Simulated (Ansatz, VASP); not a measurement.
## Two plane-wave programs on PbSe

File INCAR:

```
ALGO = Normal
EDIFF = 1E-7
ENCUT = 520
GGA = PE
ISIF = 2
ISMEAR = 0
LASPH = True
LCHARG = False
LREAL = False
LWAVE = False
NBANDS = 17
NELM = 80
PREC = Accurate
SIGMA = 0.03
```

KPOINTS

```
k-points
0
Gamma
  10 10 10
```

The input POSCAR:

```
PbSe
1.0
    0.0000000000      3.0621500000      3.0621500000
    3.0621500000      0.0000000000      3.0621500000
    3.0621500000      3.0621500000      0.0000000000
Pb Se
1 1
Direct
    0.0000000000      0.0000000000      0.0000000000
    0.4571379586      0.5428620414      0.5428620414
```

Input for Ansatz:

```yaml
crystal:
  lattice:
    - [0.0, 3.06215, 3.06215]
    - [3.06215, 0.0, 3.06215]
    - [3.06215, 3.06215, 0.0]
  atoms:
    - { symbol: Pb, position: [0.0, 0.0, 0.0] }
    - { symbol: Se, position: [0.4571379586, 0.5428620414, 0.5428620414] }
basis:
  ecutwfc: 420
kpoints:
  mp_grid: { grid: [10, 10, 10] }
hamiltonian:
  xc: pbe
scf:
  occupations: { method: gaussian, width: 0.03 }
output:
  forces: true
  stress: true
  eigenvalues: true
```

Change from the starting cell: all Se atoms moved +0.263 Å, as atom 2 along Cartesian [1 0 0].

Alike in both runs: task single point; functional PBE; k mesh 10 × 10 × 10; occupations gaussian, width 0.03 eV; no spin polarisation.

|  | VASP | Ansatz |
| --- | --- | --- |
| version | VASP 6.6.1 | Ansatz 0.2.0 |
| potentials or method | VASP PAW PBE potentials, release 64 (Pb_d, Se), cutoff 520 eV | scalar-relativistic, plane waves, PAW |
| valence electrons in the cell | 20 | 30 |

|  | VASP | Ansatz | Ansatz less VASP |
| --- | --- | --- | --- |
| gap on the k mesh at the Fermi level (eV) | 0.85 | 0.84 | -0.007 |
| least direct gap on the mesh (eV) | 0.85 | 0.84 | -0.007 |
| pressure (GPa) | 3.4 | 3.4 | +0.01 |
| traceless stress, the component that is largest in VASP (GPa) | 2.04 | 2.01 | -0.021 |
| rms of the force components (eV/Å) | 0.240 | 0.237 | -0.0037 |

Atom by atom the forces differ by 0.004 eV/Å (rms over components). VASP's potentials hold 20 valence electrons a cell and Ansatz's 30, so a difference there can come from the potentials and not from the codes.

Neither program's run includes spin-orbit coupling.
